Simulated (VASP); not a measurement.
# Si (a cell with a defect) in VASP: further runs

Runs on Si (a cell with a defect). Level: LDA. Tasks: single point.

Program: VASP 6.6.1. These are calculated values, not measurements. Logs are shortened: lines on timing, memory, paths and dates and some standing lists are left out, and cuts for length are marked.

## 1. The cell of the first run

The cell holds a defect, 17 atoms: a = 7.679 Å, b = 7.679 Å, c = 7.679 Å, α = 60.00°, β = 60.00°, γ = 60.00°.

## 2. Single point, LDA

File INCAR:

```
SYSTEM = Si
PREC = Accurate ; ENCUT = 520
EDIFF = 1E-6 ; ISMEAR = 0
SIGMA = 0.05 ; LREAL = Auto
LASPH = .True. ; NELM = 60
ALGO = Normal ; ISIF = 2
LWAVE = .False. ; LCHARG = .False.
GGA = CA ; NBANDS = 48
```

File KPOINTS:

```
regular mesh
0
Gamma
  2 2 2
  0 0 0
```

File POSCAR:

```
Si
1.0
    0.0000000000      5.4300000000      5.4300000000
    5.4300000000      0.0000000000      5.4300000000
    5.4300000000      5.4300000000      0.0000000000
Si
17
Direct
   -0.0000465009      0.0005645488     -0.0011415285
    0.1212393186      0.1222538674      0.1280971455
    0.0000865562      0.0007029466      0.5002740331
    0.1248724678      0.1250783610      0.6249774401
   -0.0065548803      0.5023333333      0.0018057090
    0.1212003683      0.6283605893      0.1280764273
    0.0000642726      0.4989482505      0.5002510129
    0.1213466851      0.6285242173      0.6215781768
    0.5013933702     -0.0051184162      0.0015834254
    0.6278411602      0.1220074586      0.1279930939
    0.4987532228      0.0005384899      0.5001101289
    0.6279151934      0.1222430018      0.6214571823
    0.5013051565      0.5019742173      0.0014941068
    0.6241509208      0.6255905157      0.1243247698
    0.5016253223      0.5023387661      0.4936168508
    0.6278983425      0.6283379374      0.6214145488
    0.3741111418      0.3756175875      0.8742949355
```

Potentials or basis: VASP PAW LDA potentials, release 64 (Si).

Run with:

```console
cat potpaw_LDA.64/Si/POTCAR > POTCAR
mpirun -np 1 vasp_std > vasp.out
```

OUTCAR:

```text
SYSTEM = Si
   PREC = Accurate
   ENCUT = 520
   EDIFF = 1E-6
   ISMEAR = 0
   LREAL = Auto
   LASPH = .True.
   NELM = 60
   ISIF = 2
   GGA = CA

 ion  position               nearest neighbor table
   1  1.000  0.001  0.999-  10 2.33   6 2.33   2 2.33   4 2.34
   2  0.121  0.122  0.128-   3 2.33   1 2.33   5 2.38   9 2.38  17 2.75
   3  0.000  0.001  0.500-  12 2.33   2 2.33   8 2.33   4 2.34
   4  0.125  0.125  0.625-   3 2.34   7 2.34  11 2.34   1 2.34
   5  0.993  0.502  0.002-  14 2.32   6 2.38   2 2.38   8 2.38  17 2.39
   6  0.121  0.628  0.128-   7 2.33   1 2.33   5 2.38  13 2.38  17 2.75
   7  0.000  0.499  0.500-  16 2.33   6 2.33   8 2.33   4 2.34
   8  0.121  0.629  0.622-   3 2.33   7 2.33   5 2.38  15 2.38  17 2.74
   9  0.501  0.995  0.002-  14 2.32  10 2.38  12 2.38   2 2.38  17 2.39
  10  0.628  0.122  0.128-   1 2.33  11 2.33  13 2.38   9 2.38  17 2.76
  11  0.499  0.001  0.500-  10 2.33  16 2.33  12 2.33   4 2.34
  12  0.628  0.122  0.621-   3 2.33  11 2.33  15 2.38   9 2.38  17 2.75
  13  0.501  0.502  0.001-  14 2.32  10 2.38  16 2.38   6 2.38  17 2.39
  14  0.624  0.626  0.124-   9 2.32  15 2.32  13 2.32   5 2.32
  15  0.502  0.502  0.494-  14 2.32  16 2.38  12 2.38   8 2.38  17 2.39
  16  0.628  0.628  0.621-   7 2.33  11 2.33  15 2.38  13 2.38  17 2.75
  17  0.374  0.376  0.874-   5 2.39  15 2.39   9 2.39  13 2.39   8 2.74  12 2.75   2 2.75  16 2.75
                             6 2.75  10 2.76

  LATTYP: Found a face centered cubic cell.
 ALAT       =    10.8600000000

  Lattice vectors:

 A1 = (   0.0000000000,   5.4300000000,   5.4300000000)
 A2 = (   5.4300000000,   0.0000000000,   5.4300000000)
 A3 = (   5.4300000000,   5.4300000000,   0.0000000000)

Analysis of symmetry for initial positions (statically):
=====================================================================
 Subroutine PRICEL returns:
 Original cell was already a primitive cell.

 Routine SETGRP: Setting up the symmetry group for a
 face centered cubic supercell.

 Subroutine GETGRP returns: Found  1 space group operations
 (whereof  1 operations were pure point group operations)
 out of a pool of 48 trial point group operations.

The static configuration has the point symmetry C_1 .

Analysis of symmetry for dynamics (positions and initial velocities):
=====================================================================
 Subroutine PRICEL returns:
 Original cell was already a primitive cell.

 Routine SETGRP: Setting up the symmetry group for a
 face centered cubic supercell.

 Subroutine GETGRP returns: Found  1 space group operations
 (whereof  1 operations were pure point group operations)
 out of a pool of 48 trial point group operations.

The dynamic configuration has the point symmetry C_1 .

 Subroutine INISYM returns: Found  1 space group operations
 (whereof  1 operations are pure point group operations),
 and found     1 'primitive' translations

----------------------------------------------------------------------------------------

                                     Primitive cell

  volume of cell :     320.2060

  direct lattice vectors                    reciprocal lattice vectors
     0.000000000  5.430000000  5.430000000    -0.092081031  0.092081031  0.092081031
     5.430000000  0.000000000  5.430000000     0.092081031 -0.092081031  0.092081031
     5.430000000  5.430000000  0.000000000     0.092081031  0.092081031 -0.092081031

  length of vectors
     7.679179644  7.679179644  7.679179644     0.159489025  0.159489025  0.159489025

  position of ions in fractional coordinates (direct lattice)
     0.999953499  0.000564549  0.998858472
     0.121239319  0.122253867  0.128097145
     0.000086556  0.000702947  0.500274033
     0.124872468  0.125078361  0.624977440
     0.993445120  0.502333333  0.001805709
     0.121200368  0.628360589  0.128076427
[... 9 lines left out ...]
     0.627898343  0.628337937  0.621414549
     0.374111142  0.375617588  0.874294936

  ion indices of the primitive-cell ions
   primitive index   ion index
                 1           1
                 2           2
                 3           3
                 4           4
                 5           5
                 6           6
[... 9 lines left out ...]
                16          16
                17          17

----------------------------------------------------------------------------------------

 KPOINTS: regular mesh

Automatic generation of k-mesh.
 Grid dimensions read from file:
 generate k-points for:    2    2    2

 Generating k-lattice:

  Cartesian coordinates                     Fractional coordinates (reciprocal lattice)
    -0.046040516  0.046040516  0.046040516     0.500000000  0.000000000  0.000000000
     0.046040516 -0.046040516  0.046040516     0.000000000  0.500000000  0.000000000
     0.046040516  0.046040516 -0.046040516     0.000000000  0.000000000  0.500000000

  Length of vectors
     0.079744512  0.079744512  0.079744512

  Shift w.r.t. Gamma in fractional coordinates (k-lattice)
     0.000000000  0.000000000  0.000000000

 Subroutine IBZKPT returns following result:
 ===========================================

 Found      8 irreducible k-points:

 Following reciprocal coordinates:
            Coordinates               Weight
  0.000000  0.000000  0.000000      1.000000
  0.500000  0.000000  0.000000      1.000000
  0.000000  0.500000  0.000000      1.000000
  0.000000  0.000000  0.500000      1.000000
  0.500000  0.500000  0.500000      1.000000
  0.500000  0.500000  0.000000      1.000000
  0.000000  0.500000  0.500000      1.000000
  0.500000  0.000000  0.500000      1.000000
   k-points           NKPTS =      8   k-points in BZ     NKDIM =      8   number of bands    NBANDS=     48
   number of dos      NEDOS =    301   number of ions     NIONS =     17
   total plane-waves  NPLWV = 216000
   dimension x,y,z NGX =    60 NGY =   60 NGZ =   60
   dimension x,y,z NGXF=   120 NGYF=  120 NGZF=  120
   ions per type =              17
   NGX,Y,Z   is equivalent  to a cutoff of  12.99, 12.99, 12.99 a.u.
   NGXF,Y,Z  is equivalent  to a cutoff of  25.98, 25.98, 25.98 a.u.
 SYSTEM =  Si
   PREC   = accura    normal or accurate (medium, high low for compatibility)
   ISTART =      0    job   : 0-new  1-cont  2-samecut
   ICHARG =      2    charge: 1-file 2-atom 10-const
   ISPIN  =      1    spin polarized calculation?
   LNONCOLLINEAR =      F non collinear calculations
   LSORBIT =      F    spin-orbit coupling
   LASPH  =      T    aspherical Exc in radial PAW
   ENCUT  =  520.0 eV  38.22 Ry    6.18 a.u.  14.28 14.28 14.28*2*pi/ulx,y,z
   NELM   =     60;   NELMIN=  2; NELMDL= -5     # of ELM steps
   EDIFF  = 0.1E-05   stopping-criterion for ELM
   LREAL  =      T    real-space projection
   EDIFFG = 0.1E-04   stopping-criterion for IOM
   NSW    =      0    number of steps for IOM
   IBRION =     -1    ionic relax: 0-MD 1-quasi-New 2-CG
   NFREE  =      0    steps in history (QN), initial steepest desc. (CG)
   ISIF   =      2    stress and relaxation
   ISYM   =      2    0-nonsym 1-usesym 2-fastsym
   POTIM  = 0.5000    time-step for ionic-motion
   TEBEG  =    0.0;   TEEND  =   0.0 temperature during run
   PSTRESS=    0.0 pullay stress
   NELECT =      68.0000    total number of electrons
   NUPDOWN=      -1.0000    fix difference up-down
   EMIN   =  10.00;   EMAX   =-10.00  energy-range for DOS
   EFERMI =   0.00;   METHOD = LEGACY
   ISMEAR =     0;   SIGMA  =   0.05  broadening in eV -4-tet -1-fermi 0-gaus
   EFERMI_NEDOS =   21; number of points for ismear=-14 and -15
   IALGO  =     38    algorithm
   IMIX   =      4    mixing-type and parameters
     AMIX     =   0.40;   BMIX     =  1.00
     AMIX_MAG =   1.60;   BMIX_MAG =  1.00
  volume/ion in A,a.u.               =      18.84       127.11
  Fermi-wavevector in a.u.,A,eV,Ry     =   0.976715  1.845724 12.979587  0.953973
  Thomas-Fermi vector in A             =   2.107356
   LORBIT       =      0    0 simple, 1 ext, 2 COOP (PROOUT), +10 PAW based schemes
   GGA     = CA    functional components
   LHFCALC =     F    Hartree Fock is set to
   AEXX    =    0.0000 exact exchange contribution
   IVDW    =     0    specifies the selected vdW correction
   LEPSILON=     F    determine dielectric tensor
   LRPA    =     F    only Hartree local field effects (RPA)
 non-spin polarized calculation
 Gauss-broadening in eV      SIGMA  =   0.05
  energy-cutoff  :      520.00
  volume of cell :      320.21
 maximum number of plane-waves:      8646
 NGX is ok and might be reduce to    60
   NGX = 29   NGY = 29   NGZ = 29

 number of electron      68.0000001 magnetization

 Free energy of the ion-electron system (eV)
  ---------------------------------------------------
  ext. energy  EPLUGINS =         0.00000000
  ---------------------------------------------------
  free energy    TOTEN  =       -97.55802904 eV

  energy without entropy =      -97.54722669  energy(sigma->0) =      -97.55262787

 E-fermi :   6.7888     XC(G=0):  -9.8492

 val. band max:        6.5730917989   @ k =   0.0000   0.0000   0.0000
 cond. band min:       6.8065599481   @ k =   0.5000   0.0000   0.5000
 fundamental gap:      0.2334681492
 Fermi energy:         6.7888360389

 k-point     1 :       0.0000    0.0000    0.0000
  band No.  band energies     occupation
      1      -6.3622      2.00000
      2      -3.8184      2.00000
      3      -3.6725      2.00000
      4      -3.6711      2.00000
      5      -3.6700      2.00000
      6      -2.8391      2.00000
[... 38 lines left out ...]
     45       8.0081      0.00000
     46       8.9666      0.00000

 k-point     2 :       0.5000    0.0000    0.0000
  band No.  band energies     occupation
      1      -5.9616      2.00000
      2      -5.0000      2.00000
      3      -3.6113      2.00000
      4      -3.4720      2.00000
      5      -3.4696      2.00000
      6      -2.9926      2.00000
[... 286 lines left out ...]
 k-point     8 :       0.5000    0.0000    0.5000
  band No.  band energies     occupation
      1      -5.8298      2.00000
      2      -4.7637      2.00000
      3      -4.0404      2.00000
      4      -3.9246      2.00000
      5      -3.9228      2.00000
      6      -3.6626      2.00000
[... 38 lines left out ...]
     45      10.0153      0.00000
     46      10.0215      0.00000
 [bands above 46 left out]

------------------------ aborting loop because EDIFF is reached ----------------------------------------

  FORCE on cell =-STRESS in cart. coord.  units (eV):
  Direction    XX          YY          ZZ          XY          YZ          ZX
  --------------------------------------------------------------------------------------
  -------------------------------------------------------------------------------------
  Total        3.5022444      3.5020506      3.5032260      0.0012675     -0.0032647      0.0073429
  in kB       17.5237701     17.5228003     17.5286815      0.0063423     -0.0163352      0.0367409
  external PRESSURE =      17.5250840 kB  Pullay stress =       0.0000000 kB

 VOLUME and BASIS-vectors are now :
 -----------------------------------------------------------------------------
  energy-cutoff  :      520.00
  volume of cell :      320.21
      direct lattice vectors                 reciprocal lattice vectors
     0.000000000  5.430000000  5.430000000    -0.092081031  0.092081031  0.092081031
     5.430000000  0.000000000  5.430000000     0.092081031 -0.092081031  0.092081031
     5.430000000  5.430000000  0.000000000     0.092081031  0.092081031 -0.092081031

 POSITION                                       TOTAL-FORCE (eV/Angst)
 -----------------------------------------------------------------------------------
      5.42687     10.85355      5.43281        -0.021136     -0.017008      0.021600
      1.35941      1.35390      1.32217        -0.005092      0.001414      0.018112
      2.72030      2.71696      0.00429         0.018199      0.017597      0.018253
      4.07280      4.07168      1.35723        -0.000034     -0.002705     -0.000445
      2.73747      5.40421      8.12208         0.006204     -0.010885     -0.006610
      4.10745      1.35357      4.07012        -0.018966      0.001593      0.004743
[... 9 lines left out ...]
      6.78616      6.78377      6.82136         0.003709      0.000435     -0.019271
      6.78702      6.77884      4.07103         0.000093      0.006151      0.000722
 -----------------------------------------------------------------------------------
    total drift:                                0.000631      0.014312      0.003175

  FREE ENERGIE OF THE ION-ELECTRON SYSTEM (eV)
  ---------------------------------------------------
  free  energy   TOTEN  =       -97.5580290415 eV

  energy  without entropy=      -97.5472266944  energy(sigma->0) =      -97.55262787
```

Wall time 99 s (1 thread of Intel Xeon 6975P-C (Granite Rapids), shared host); peak memory 0.37 GiB.

Results:

```
Free energy            : -97.5580 eV
Pressure               : 1.8 GPa
Largest force          : 0.035 eV/Å
Band gap on the k mesh : zero (bands 34 and 35 overlap by 0.24 eV)
```

Forces in eV/Å, atoms in the order of the input:
```
Si  -0.021 -0.017  0.022
Si  -0.005  0.001  0.018
Si   0.018  0.018  0.018
Si   0.000 -0.003  0.000
Si   0.006 -0.011 -0.007
Si  -0.019  0.002  0.005
Si  -0.019  0.018 -0.018
Si  -0.001  0.019  0.001
Si  -0.009  0.006 -0.010
Si   0.000 -0.026  0.000
Si   0.022 -0.018 -0.021
Si   0.018  0.000 -0.004
Si   0.012  0.009  0.011
Si   0.000  0.005  0.000
Si  -0.005 -0.010  0.005
Si   0.004  0.000 -0.019
Si   0.000  0.006  0.001
```

Caveat: the k points lie up to 0.50 Å⁻¹ apart.

(Part 1 of 2 ends here.)

The gap in the log of VASP goes by the Fermi energy; the results here count the filled bands.